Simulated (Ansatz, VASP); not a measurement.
MgS: VASP beside Ansatz

```
Mg S
1.0
     0.00000    2.70181    2.70181
     2.70181    0.00000    2.70181
     2.70181    2.70181    0.00000
Mg S
1 1
Direct
  0.00000 0.00000 0.00000
  0.50000 0.50000 0.50000
```

Alike in both runs: task single point; functional PBEsol; k mesh 10 × 10 × 10; occupations gaussian, width 0.05 eV; no spin polarisation.

|  | VASP | Ansatz |
| --- | --- | --- |
| version | VASP 6.6.1 | Ansatz 0.2.0 |
| potentials or method | VASP PAW PBE potentials, release 64 (Mg, S), cutoff 520 eV | scalar-relativistic, plane waves, PAW |
| valence electrons in the cell | 8 | 16 |

VASP gave:

| Quantity | Value |
| --- | --- |
| gap on the k mesh at the Fermi level (eV) | 2.46 |
| pressure (GPa) | -7.8 |

**Question.** Which values does Ansatz return?

**Answer.** gap on the k mesh at the Fermi level (eV): 2.47; pressure (GPa): -7.6.

VASP's potentials were made for PBE, not for PBEsol. VASP's potentials hold 8 valence electrons a cell and Ansatz's 16, so a difference there can come from the potentials and not from the codes.
